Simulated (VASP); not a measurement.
A run of VASP 6.6.1 is set up as follows.

File INCAR:

```
ALGO = Normal
EDIFF = 1E-7
ENCUT = 520
GGA = PE
ISIF = 2
ISMEAR = 0
LASPH = True
LCHARG = False
LREAL = False
LWAVE = False
NBANDS = 17
NELM = 80
PREC = Accurate
SIGMA = 0.05
```

File KPOINTS:

```
k-points
0
Gamma
  8 8 8
```

The input POSCAR:

```
TePb
1.0
    0.0000000000      3.2270000000      3.2270000000
    3.2270000000      0.0000000000      3.2270000000
    3.2270000000      3.2270000000      0.0000000000
Te Pb
1 1
Direct
    0.4808268226      0.5000000000      0.5000000000
    0.0000000000      0.0000000000      0.0000000000
```

Potentials or basis: VASP PAW PBE potentials, release 64 (Te, Pb_d).

The run is started by

```sh
$ cat potpaw_PBE.64/Te/POTCAR potpaw_PBE.64/Pb_d/POTCAR > POTCAR
$ mpirun -np 1 vasp_std > vasp.out
```

Q: What does it give for the pressure?

A: 2.4 GPa.

Q: Predict the largest force.

A: 0.066 eV/Å.

Q: Predict the band gap on the k mesh.

A: 0.74 eV, direct.

Forces on the atoms (eV/Å):
```
Te   0.000  0.047  0.047
Pb   0.000 -0.047 -0.047
```

Caveat: the cell differs from its parent crystal (all Te atoms moved +0.087 Å, as atom 1 towards its neighbour atom 1 (Te) at 4.564 Å); spin-orbit coupling is left out, which moves the levels of the heavy elements. A k mesh can miss the band edges.
